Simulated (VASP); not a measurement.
Set up this calculation in VASP 6.6.1, as the native input.

- Task: single point
- Functional: r2SCAN
- Potentials or basis: VASP PAW PBE potentials, release 64 (P, B, Bi_d)
- Cutoff: 520 eV
- k mesh: 6 × 6 × 4
- Occupations: fermi-dirac, width 0.02 eV
- Spin: no spin polarisation
- Dipole correction: no
- Further INCAR settings: ALGO = Normal; EDIFF = 1e-06; NBANDS = 21

Crystal: BiB2P.

```
P B Bi
1.0
     3.50085    0.00000    0.00000
     0.00000    3.50085    0.00000
     0.00000    0.00000    5.08496
P B Bi
1 2 1
Direct
  0.00000 0.00000 0.00000
  0.00000 0.50000 0.79535
  0.50000 0.00000 0.20465
  0.50000 0.50000 0.50000
```

One way to write it, as run:

POSCAR

```
BiB2P
1.0
    3.5008510552      0.0000000000      0.0000000000
    0.0000000000      3.5008510552      0.0000000000
    0.0000000000      0.0000000000      5.0849639669
P B Bi
1 2 1
Direct
    0.0000000000      0.0000000000      0.0000000000
    0.0000000000      0.5000000000      0.7953522909
    0.5000000000      0.0000000000      0.2046477091
    0.5000000000      0.5000000000      0.5000000000
```

INCAR.step1

```
  ALGO = Normal
  EDIFF = 1E-4
  ENCUT = 520
  GGA = PE
  ISMEAR = -1
  LASPH = True
  LCHARG = False
  LREAL = False
  LWAVE = True
  NBANDS = 21
  NELM = 100
  PREC = Accurate
  SIGMA = 0.02
```

INCAR.step2

```
  ALGO = Normal
  EDIFF = 1E-6
  ENCUT = 520
  ISIF = 2
  ISMEAR = -1
  ISTART = 1
  LASPH = True
  LCHARG = False
  LMIXTAU = True
  LREAL = False
  LWAVE = False
  METAGGA = R2SCAN
  NBANDS = 21
  NELM = 100
  PREC = Accurate
  SIGMA = 0.02
```

KPOINTS

```
k-points
0
Gamma
  6 6 4
```

Potentials or basis: VASP PAW PBE potentials, release 64 (P, B, Bi_d).

The run is started by

```console
$ cat potpaw_PBE.64/P/POTCAR potpaw_PBE.64/B/POTCAR potpaw_PBE.64/Bi_d/POTCAR > POTCAR
$ cp INCAR.step1 INCAR
$ mpirun -np 1 vasp_std > vasp.out
$ cp INCAR.step2 INCAR
$ mpirun -np 1 vasp_std > vasp.out
```

It gave:

* Pressure: -0.2 GPa
* Largest force: 0.012 eV/Å
* Band gap on the k mesh: zero (bands 13 and 14 overlap by 0.17 eV)

Caveat: the PAW data sets were made with another functional, which shifts forces and pressure a little; spin-orbit coupling is left out, which moves the levels of the heavy elements.

Wall time 55 s on 1 thread of Intel(R) Xeon(R) 6975P-C (Granite Rapids), on a shared host, peak memory 0.2 GiB.
